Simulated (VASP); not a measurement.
Input of a VASP 6.6.1 run:

Contents of INCAR:

```
ALGO     = Normal         # electronic algorithm
EDIFF    = 1E-6           # SCF threshold, eV
ENCUT    = 520            # plane-wave cutoff, eV
ISIF     = 2              # what is computed and relaxed
ISMEAR   = -1             # smearing method
LASPH    = True           # aspherical terms in the spheres
LCHARG   = False          # write CHGCAR
LREAL    = False          # projectors in reciprocal space
LWAVE    = False          # write WAVECAR
NBANDS   = 24             # bands
NELM     = 60             # most SCF steps
PREC     = Accurate       # precision mode
SIGMA    = 0.1            # smearing width, eV
```

KPOINTS

```
k-points
0
Gamma
  9 9 13
```

File POSCAR:

```
Ta
1.0
    4.9494818920      0.0000000000      0.0000000000
   -2.4747409460      4.2863770541      0.0000000000
    0.0000000000      0.0000000000      2.7768006876
Ta
3
Direct
    1.0000000000      1.0000000000      0.0000000000
    0.3333333333      0.6666666667      0.5000000000
    0.6666666667      0.3333333333      0.5000000000
```

Potentials or basis: VASP PAW LDA potentials, release 64 (Ta_pv).

Run with:

```console
$ cat potpaw_LDA.64/Ta_pv/POTCAR > POTCAR
$ mpirun -np 1 vasp_std > vasp.out
```

(1) Predict the pressure.

(2) Predict the band gap on the k mesh.

Answers

(1) -18.4 GPa.

(2) zero (an odd number of electrons rules out a gap without spin polarisation).

Caveat: the cell stands under tension; spin-orbit coupling is left out, which moves the levels of the heavy elements.
